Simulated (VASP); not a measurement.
# PtS2 in VASP: a series of runs

PtS2 is run at these levels: r2SCAN, PBE; tasks: single point.

Everything below comes from runs of VASP 6.6.1. Logs are shortened: lines on timing, memory, paths and dates and some standing lists are left out, and cuts for length are marked.

### 1 The cell of the first run

The structure is trigonal, space group P-3m1 (No. 164). The conventional cell has a = 3.730 Å, b = 3.730 Å, c = 5.379 Å, α = 90.00°, β = 90.00°, γ = 120.00°. Pt (site symmetry -3m) has 6 S at 2.44 Å within 3.2 Å. Within 3.2 Å of S (site symmetry 3m) lie 3 Pt at 2.44 Å and 3 S at 3.14 Å.

### 2 Single point, r2SCAN (strain +5.0%)

POSCAR

```
PtS2
1.0
    3.7302736589      0.0000000000      0.0000000000
   -1.8651368295      3.2305117517      0.0000000000
    0.0000000000      0.0000000000      5.3788466078
Pt S
1 2
Direct
    0.0000000000      0.0000000000      0.0000000000
    0.3333333333      0.6666666667      0.2127905730
    0.6666666667      0.3333333333      0.7872094270
```

INCAR.step1

```
SYSTEM = PtS2
  PREC = Accurate
  ENCUT = 520
  ISMEAR = 0
  SIGMA = 0.01
  LREAL = .False.
  LASPH = .True.
  NELM = 80
  NBANDS = 18
  GGA = PE
  ALGO = Normal
  EDIFF = 1E-4
  LWAVE = .True.
  LCHARG = .False.
```

INCAR.step2

```
SYSTEM = PtS2
  PREC = Accurate
  ENCUT = 520
  EDIFF = 1E-6
  ISMEAR = 0
  SIGMA = 0.01
  LREAL = .False.
  LASPH = .True.
  NELM = 80
  ALGO = Normal
  ISIF = 2
  LWAVE = .False.
  LCHARG = .False.
  METAGGA = R2SCAN
  LMIXTAU = .True.
  NBANDS = 18
  ISTART = 1
```

KPOINTS

```
regular mesh
0
Gamma
  12 12 6
  0 0 0
```

Potentials or basis: VASP PAW PBE potentials, release 64 (Pt, S).

Started as:

```
cat potpaw_PBE.64/Pt/POTCAR potpaw_PBE.64/S/POTCAR > POTCAR
cp INCAR.step1 INCAR
mpirun -np 1 vasp_std > vasp.out
cp INCAR.step2 INCAR
mpirun -np 1 vasp_std > vasp.out
```

OUTCAR:

```text
SYSTEM = PtS2
   PREC = Accurate
   ENCUT = 520
   EDIFF = 1E-6
   ISMEAR = 0
   LREAL = .False.
   LASPH = .True.
   NELM = 80
   ISIF = 2
   METAGGA = R2SCAN
   ISTART = 1

 ion  position               nearest neighbor table
   1  0.000  0.000  0.000-   2 2.44   3 2.44   3 2.44   2 2.44   3 2.44   2 2.44
   2  0.333  0.667  0.213-   1 2.44   1 2.44   1 2.44
   3  0.667  0.333  0.787-   1 2.44   1 2.44   1 2.44

  LATTYP: Found a hexagonal cell.
 ALAT       =     3.7302736589
 C/A-ratio  =     1.4419442378

  Lattice vectors:

 A1 = (   3.7302736589,   0.0000000000,   0.0000000000)
 A2 = (  -1.8651368295,   3.2305117517,   0.0000000000)
 A3 = (   0.0000000000,   0.0000000000,   5.3788466078)

Analysis of symmetry for initial positions (statically):
=====================================================================
 Subroutine PRICEL returns:
 Original cell was already a primitive cell.

 Routine SETGRP: Setting up the symmetry group for a
 hexagonal supercell.

 Subroutine GETGRP returns: Found 12 space group operations
 (whereof 12 operations were pure point group operations)
 out of a pool of 24 trial point group operations.

The static configuration has the point symmetry D_3d.

Analysis of symmetry for dynamics (positions and initial velocities):
=====================================================================
 Subroutine PRICEL returns:
 Original cell was already a primitive cell.

 Routine SETGRP: Setting up the symmetry group for a
 hexagonal supercell.

 Subroutine GETGRP returns: Found 12 space group operations
 (whereof 12 operations were pure point group operations)
 out of a pool of 24 trial point group operations.

The dynamic configuration has the point symmetry D_3d.

 Subroutine INISYM returns: Found 12 space group operations
 (whereof 12 operations are pure point group operations),
 and found     1 'primitive' translations

----------------------------------------------------------------------------------------

                                     Primitive cell

  volume of cell :      64.8188

  direct lattice vectors                    reciprocal lattice vectors
     3.730273659  0.000000000  0.000000000     0.268076847  0.154774240  0.000000000
    -1.865136829  3.230511752  0.000000000     0.000000000  0.309548479  0.000000000
[... 78 lines left out ...]
   PREC   = accura    normal or accurate (medium, high low for compatibility)
   ISTART =      1    job   : 0-new  1-cont  2-samecut
   ICHARG =      0    charge: 1-file 2-atom 10-const
   ISPIN  =      1    spin polarized calculation?
   LNONCOLLINEAR =      F non collinear calculations
   LSORBIT =      F    spin-orbit coupling
   LASPH  =      T    aspherical Exc in radial PAW
   ENCUT  =  520.0 eV  38.22 Ry    6.18 a.u.   6.94  6.94 10.00*2*pi/ulx,y,z
   NELM   =     80;   NELMIN=  2; NELMDL=  0     # of ELM steps
   EDIFF  = 0.1E-05   stopping-criterion for ELM
   LREAL  =      F    real-space projection
   EDIFFG = 0.1E-04   stopping-criterion for IOM
   NSW    =      0    number of steps for IOM
   IBRION =     -1    ionic relax: 0-MD 1-quasi-New 2-CG
   NFREE  =      0    steps in history (QN), initial steepest desc. (CG)
   ISIF   =      2    stress and relaxation
   ISYM   =      2    0-nonsym 1-usesym 2-fastsym
   POTIM  = 0.5000    time-step for ionic-motion
   TEBEG  =    0.0;   TEEND  =   0.0 temperature during run
   PSTRESS=    0.0 pullay stress
   NELECT =      22.0000    total number of electrons
   NUPDOWN=      -1.0000    fix difference up-down
   EMIN   =  10.00;   EMAX   =-10.00  energy-range for DOS
   EFERMI =   0.00;   METHOD = LEGACY
   ISMEAR =     0;   SIGMA  =   0.01  broadening in eV -4-tet -1-fermi 0-gaus
   EFERMI_NEDOS =   21; number of points for ismear=-14 and -15
   IALGO  =     38    algorithm
   IMIX   =      4    mixing-type and parameters
     AMIX     =   0.40;   BMIX     =  1.00
     AMIX_MAG =   1.60;   BMIX_MAG =  1.00
  volume/ion in A,a.u.               =      21.61       145.81
  Fermi-wavevector in a.u.,A,eV,Ry     =   1.141954  2.157980 17.742804  1.304059
  Thomas-Fermi vector in A             =   2.278653
   LORBIT       =      0    0 simple, 1 ext, 2 COOP (PROOUT), +10 PAW based schemes
   METAGGA = R2SCAN    functional components
   LHFCALC =     F    Hartree Fock is set to
   AEXX    =    0.0000 exact exchange contribution
   IVDW    =     0    specifies the selected vdW correction
   LEPSILON=     F    determine dielectric tensor
   LRPA    =     F    only Hartree local field effects (RPA)
 non-spin polarized calculation
 Gauss-broadening in eV      SIGMA  =   0.01
  energy-cutoff  :      520.00
  volume of cell :       64.82
 maximum number of plane-waves:      1760
   NGX = 13   NGY = 13   NGZ = 21

 number of electron      21.9999996 magnetization

 Free energy of the ion-electron system (eV)
  ---------------------------------------------------
  ext. energy  EPLUGINS =         0.00000000
  ---------------------------------------------------
  free energy    TOTEN  =       -68.67187635 eV

  energy without entropy =      -68.67187635  energy(sigma->0) =      -68.67187635

 E-fermi :   4.3262     XC(G=0): -10.3152

 val. band max:        4.2805354234   @ k =   0.0833   0.0833   0.0000
 cond. band min:       5.2454960254   @ k =   0.0000   0.2500   0.3333
 fundamental gap:      0.9649606019
 Fermi energy:         4.3261577986

 k-point     1 :       0.0000    0.0000    0.0000
  band No.  band energies     occupation
      1     -10.7341      2.00000
      2      -8.0757      2.00000
      3      -1.9902      2.00000
      4      -1.9902      2.00000
      5      -1.5568      2.00000
      6       0.8704      2.00000
[... 481 lines left out ...]
      5      -1.0558      2.00000
      6       0.3358      2.00000
[... 10 lines left out ...]
     17      13.7593      0.00000
     18      14.3311      0.00000

 [... further k-points ...]
[... 5 lines left out ...]
  --------------------------------------------------------------------------------------
  -------------------------------------------------------------------------------------
  Total       -4.1628441     -4.1628441     -0.3728320      0.0000000      0.0000000      0.0000000
  in kB     -102.8962519   -102.8962519     -9.2155788      0.0000000      0.0000000      0.0000000
  external PRESSURE =     -71.6693609 kB  Pullay stress =       0.0000000 kB

 VOLUME and BASIS-vectors are now :
 -----------------------------------------------------------------------------
  energy-cutoff  :      520.00
  volume of cell :       64.82
      direct lattice vectors                 reciprocal lattice vectors
     3.730273659  0.000000000  0.000000000     0.268076847  0.154774240  0.000000000
    -1.865136829  3.230511752  0.000000000     0.000000000  0.309548479  0.000000000
     0.000000000  0.000000000  5.378846608     0.000000000  0.000000000  0.185913463

 POSITION                                       TOTAL-FORCE (eV/Angst)
 -----------------------------------------------------------------------------------
      0.00000      0.00000      0.00000        -0.000000      0.000000      0.000000
     -0.00000      2.15367      1.14457         0.000000     -0.000000     -0.041533
      1.86514      1.07684      4.23428        -0.000000      0.000000      0.041533
 -----------------------------------------------------------------------------------
    total drift:                               -0.000000     -0.000000     -0.000000

  FREE ENERGIE OF THE ION-ELECTRON SYSTEM (eV)
  ---------------------------------------------------
  free  energy   TOTEN  =       -68.6718763509 eV

  energy  without entropy=      -68.6718763509  energy(sigma->0) =      -68.67187635
```

Wall time 10 min (1 thread of Intel Xeon 8259CL, shared host); peak memory 0.26 GiB.

What came out:

```
Free energy            : -68.6719 eV
Pressure               : -7.2 GPa
Largest force          : 0.042 eV/Å
Band gap on the k mesh : 0.96 eV (least direct gap 1.10 eV)
```

Forces in eV/Å, atoms in the order of the input:
```
Pt   0.000  0.000  0.000
S    0.000  0.000 -0.042
S    0.000  0.000  0.042
```

Stress tensor (GPa, compression positive):
```
-10.29   0.00   0.00
  0.00 -10.29   0.00
  0.00   0.00  -0.92
```

Levels at points of the mesh, in eV from the valence-band top:
```
           k point  band 9  band 10  band 11  band 12  band 13  band 14
(0.00, 0.00, 0.00)   -1.04    -1.04    -0.14     2.47     2.47     5.30
(0.50, 0.00, 0.00)   -2.92    -2.19    -2.09     1.76     2.63     5.49
(0.00, 0.00, 0.50)   -1.14    -1.14    -0.92     2.70     2.70     6.08
(0.50, 0.00, 0.50)   -2.88    -2.29    -1.17     1.99     2.23     5.49
```

Caveat: the cell differs from its parent crystal (strain +5.0%); the stress differs along the axes, from -10 to -1 GPa; the PAW data sets were made with another functional, which shifts forces and pressure a little; spin-orbit coupling is left out, which moves the levels of the heavy elements. A k mesh can miss the band edges.

### 3 Single point, PBE (uniaxial x strain +1.5%)

INCAR

```
SYSTEM = PtS2
PREC = Accurate ; ENCUT = 520
EDIFF = 1E-6 ; ISMEAR = -1
SIGMA = 0.02 ; LREAL = .FALSE.
LASPH = .TRUE. ; NELM = 100
ALGO = Normal ; ISIF = 2
LWAVE = .FALSE. ; LCHARG = .FALSE.
GGA = PE ; NBANDS = 18
```

KPOINTS

```
regular mesh
0
G
  12 12 6
  0 0 0
```

POSCAR

```
PtS2
1.0
    3.6059312036      0.0000000000      0.0000000000
   -1.8029656018      3.0766778587      0.0000000000
    0.0000000000      0.0000000000      5.1227110550
Pt S
1 2
Direct
    0.0000000000      0.0000000000      0.0000000000
    0.3346053222      0.6692106443      0.2367993083
    0.6653946778      0.3307893557      0.7632006917
```

Potentials or basis: VASP PAW PBE potentials, release 64 (Pt, S).

Started as:

```
cat potpaw_PBE.64/Pt/POTCAR potpaw_PBE.64/S/POTCAR > POTCAR
mpirun -np 1 vasp_std > vasp.out
```

OUTCAR:

```text
SYSTEM = PtS2
   PREC = Accurate
   ENCUT = 520
   EDIFF = 1E-6
   ISMEAR = -1
   LREAL = .FALSE.
   LASPH = .TRUE.
   NELM = 100
   ISIF = 2
   GGA = PE

 ion  position               nearest neighbor table
   1  0.000  0.000  0.000-   2 2.39   3 2.39   3 2.40   2 2.40   2 2.40   3 2.40
   2  0.335  0.669  0.237-   1 2.39   1 2.40   1 2.40
   3  0.665  0.331  0.763-   1 2.39   1 2.40   1 2.40

  Warning from LATTYP: Monoclinic adjustment (A1->A3, A2->A1, A3->A2)!
  LATTYP: Found a base centered orthorhombic cell.
 ALAT       =     3.6059312036
 B/A-ratio  =     1.7064539976
 C/A-ratio  =     1.4206347170

  Lattice vectors:

 A1 = (   1.8029656018,  -3.0766778587,   0.0000000000)
 A2 = (   1.8029656018,   3.0766778587,   0.0000000000)
 A3 = (   0.0000000000,   0.0000000000,   5.1227110550)

Analysis of symmetry for initial positions (statically):
=====================================================================
 Subroutine PRICEL returns:
 Original cell was already a primitive cell.

 Routine SETGRP: Setting up the symmetry group for a
 base centered orthorhombic supercell.

 Subroutine GETGRP returns: Found  4 space group operations
 (whereof  4 operations were pure point group operations)
 out of a pool of  8 trial point group operations.

The static configuration has the point symmetry C_2h.

Analysis of symmetry for dynamics (positions and initial velocities):
=====================================================================
 Subroutine PRICEL returns:
 Original cell was already a primitive cell.

 Routine SETGRP: Setting up the symmetry group for a
 base centered orthorhombic supercell.

 Subroutine GETGRP returns: Found  4 space group operations
 (whereof  4 operations were pure point group operations)
 out of a pool of  8 trial point group operations.

The dynamic configuration has the point symmetry C_2h.

 Subroutine INISYM returns: Found  4 space group operations
 (whereof  4 operations are pure point group operations),
 and found     1 'primitive' translations

[... 103 lines left out ...]
   ISYM   =      2    0-nonsym 1-usesym 2-fastsym
   POTIM  = 0.5000    time-step for ionic-motion
   TEBEG  =    0.0;   TEEND  =   0.0 temperature during run
   PSTRESS=    0.0 pullay stress
   NELECT =      22.0000    total number of electrons
   NUPDOWN=      -1.0000    fix difference up-down
   EMIN   =  10.00;   EMAX   =-10.00  energy-range for DOS
   EFERMI =   0.00;   METHOD = LEGACY
   ISMEAR =    -1;   SIGMA  =   0.02  broadening in eV -4-tet -1-fermi 0-gaus
   EFERMI_NEDOS =   21; number of points for ismear=-14 and -15
   IALGO  =     38    algorithm
   IMIX   =      4    mixing-type and parameters
     AMIX     =   0.40;   BMIX     =  1.00
     AMIX_MAG =   1.60;   BMIX_MAG =  1.00
  volume/ion in A,a.u.               =      18.94       127.84
  Fermi-wavevector in a.u.,A,eV,Ry     =   1.193116  2.254662 19.368239  1.423525
  Thomas-Fermi vector in A             =   2.329138
   LORBIT       =      0    0 simple, 1 ext, 2 COOP (PROOUT), +10 PAW based schemes
   GGA     = PE    functional components
[... 5 lines left out ...]
 non-spin polarized calculation
  energy-cutoff  :      520.00
  volume of cell :       56.83
 maximum number of plane-waves:      1565
   NGX = 13   NGY = 13   NGZ = 19

 number of electron      21.9999996 magnetization

 Free energy of the ion-electron system (eV)
  ---------------------------------------------------
  ext. energy  EPLUGINS =         0.00000000
  ---------------------------------------------------
  free energy    TOTEN  =       -15.40746866 eV

  energy without entropy =      -15.40746866  energy(sigma->0) =      -15.40746866

 E-fermi :   6.6090     XC(G=0): -10.4415

 val. band max:        6.2902065639   @ k =   0.0000   0.1667   0.1667
 cond. band min:       6.9426510535   @ k =  -0.2500   0.0000   0.3333
 fundamental gap:      0.6524444896
 Fermi energy:         6.6089742426

 k-point     1 :       0.0000    0.0000    0.0000
  band No.  band energies     occupation
      1      -8.8004      2.00000
      2      -6.0099      2.00000
      3      -0.4147      2.00000
      4      -0.1978      2.00000
      5      -0.1604      2.00000
      6       2.5426      2.00000
[... 481 lines left out ...]
      5       1.1947      2.00000
      6       1.8675      2.00000
[... 10 lines left out ...]
     17      15.9795      0.00000
     18      16.3237      0.00000

 [... further k-points ...]
[... 5 lines left out ...]
  --------------------------------------------------------------------------------------
  -------------------------------------------------------------------------------------
  Total        0.2212454      0.9481887      0.6741310      0.0000000      0.0740735      0.0000000
  in kB        6.2371391     26.7304342     19.0044619      0.0000000      2.0882109      0.0000000
  external PRESSURE =      17.3240117 kB  Pullay stress =       0.0000000 kB

 VOLUME and BASIS-vectors are now :
 -----------------------------------------------------------------------------
  energy-cutoff  :      520.00
  volume of cell :       56.83
      direct lattice vectors                 reciprocal lattice vectors
     3.605931204  0.000000000  0.000000000     0.277320876  0.162512952  0.000000000
    -1.802965602  3.076677859  0.000000000     0.000000000  0.325025903  0.000000000
     0.000000000  0.000000000  5.122711055     0.000000000  0.000000000  0.195209136

 POSITION                                       TOTAL-FORCE (eV/Angst)
 -----------------------------------------------------------------------------------
      0.00000      0.00000      0.00000         0.000000      0.000000      0.000000
      0.00000      2.05895      1.21305        -0.000000      0.006380      0.014734
      1.80297      1.01773      3.90966         0.000000     -0.006380     -0.014734
 -----------------------------------------------------------------------------------
    total drift:                               -0.000000      0.000000      0.000000

  FREE ENERGIE OF THE ION-ELECTRON SYSTEM (eV)
  ---------------------------------------------------
  free  energy   TOTEN  =       -15.4074686598 eV

  energy  without entropy=      -15.4074686593  energy(sigma->0) =      -15.40746866
```

OSZICAR:

```text
N       E                     dE             d eps       ncg     rms          rms(c)
DAV:   1     0.112173429689E+03    0.11217E+03   -0.10362E+04  8808   0.109E+03
DAV:   2    -0.111744400800E+02   -0.12335E+03   -0.11925E+03 10568   0.219E+02
DAV:   3    -0.167014460817E+02   -0.55270E+01   -0.54846E+01 11078   0.469E+01
DAV:   4    -0.167619261932E+02   -0.60480E-01   -0.60446E-01 11464   0.542E+00
DAV:   5    -0.167629018063E+02   -0.97561E-03   -0.97554E-03 11136   0.671E-01    0.175E+01
DAV:   6    -0.156853846737E+02    0.10775E+01   -0.62677E+00  9072   0.245E+01    0.117E+01
DAV:   7    -0.154245735253E+02    0.26081E+00   -0.12322E+00  8990   0.111E+01    0.574E+00
DAV:   8    -0.154106714668E+02    0.13902E-01   -0.69246E-02  9700   0.176E+00    0.119E+00
DAV:   9    -0.154071980545E+02    0.34734E-02   -0.93427E-03 10382   0.999E-01    0.231E-01
DAV:  10    -0.154074046148E+02   -0.20656E-03   -0.15000E-03 10906   0.242E-01    0.918E-02
DAV:  11    -0.154074650215E+02   -0.60407E-04   -0.69441E-05 10420   0.693E-02    0.453E-02
DAV:  12    -0.154074671481E+02   -0.21267E-05   -0.11388E-05 10948   0.304E-02    0.986E-03
DAV:  13    -0.154074684411E+02   -0.12930E-05   -0.14282E-06  9006   0.825E-03    0.358E-03
DAV:  14    -0.154074686598E+02   -0.21866E-06   -0.23511E-07  6668   0.379E-03
   1 F= -.15407469E+02 E0= -.15407469E+02  d E =-.455038E-09
```

stdout:

```text
POSCAR found type information on POSCAR PtS
 POSCAR found :  2 types and       3 ions
 scaLAPACK will be used
 LDA part: xc-table for (Slater+PW92), standard interpolation
 POSCAR, INCAR and KPOINTS ok, starting setup
 FFT: planning ... GRIDC
 FFT: planning ... GRID_SOFT
 FFT: planning ... GRID
 WAVECAR not read
 entering main loop
```

Wall time 5.8 min (1 thread of Intel Xeon 8259CL, shared host); peak memory 0.36 GiB.

What came out:

* Free energy: -15.4075 eV
* Pressure: 1.7 GPa
* Largest force: 0.016 eV/Å
* Band gap on the k mesh: 0.65 eV (least direct gap 0.96 eV)

Forces on the atoms (eV/Å):
```
Pt   0.000  0.000  0.000
S    0.000  0.006  0.015
S    0.000 -0.006 -0.015
```

Levels at points of the mesh, in eV from the valence-band top:
| k point | band 7 | band 8 | band 9 | band 10 | band 11 | band 12 | band 13 | band 14 | band 15 | band 16 |
| --- | --- | --- | --- | --- | --- | --- | --- | --- | --- | --- |
| (0.00, 0.00, 0.00) | -3.68 | -1.95 | -1.15 | -1.05 | -0.07 | 2.07 | 2.07 | 4.73 | 5.28 | 7.89 |
| (0.50, 0.00, 0.00) | -3.13 | -3.10 | -3.07 | -2.95 | -2.43 | 1.48 | 2.50 | 5.37 | 6.49 | 8.22 |
| (0.00, 0.50, 0.00) | -3.23 | -3.05 | -3.03 | -2.96 | -2.41 | 1.52 | 2.49 | 5.27 | 6.35 | 8.06 |
| (0.00, 0.00, 0.50) | -3.70 | -2.53 | -1.36 | -1.27 | -1.14 | 2.56 | 2.57 | 5.51 | 6.92 | 7.56 |
| (0.50, 0.00, 0.50) | -3.10 | -3.05 | -2.74 | -2.71 | -1.44 | 1.73 | 2.08 | 5.08 | 5.53 | 7.69 |
| (0.00, 0.50, 0.50) | -3.08 | -3.06 | -2.86 | -2.64 | -1.41 | 1.70 | 2.14 | 4.97 | 5.44 | 7.71 |

Caveat: the cell differs from its parent crystal (uniaxial x strain +1.5%); spin-orbit coupling is left out, which moves the levels of the heavy elements. A k mesh can miss the band edges.
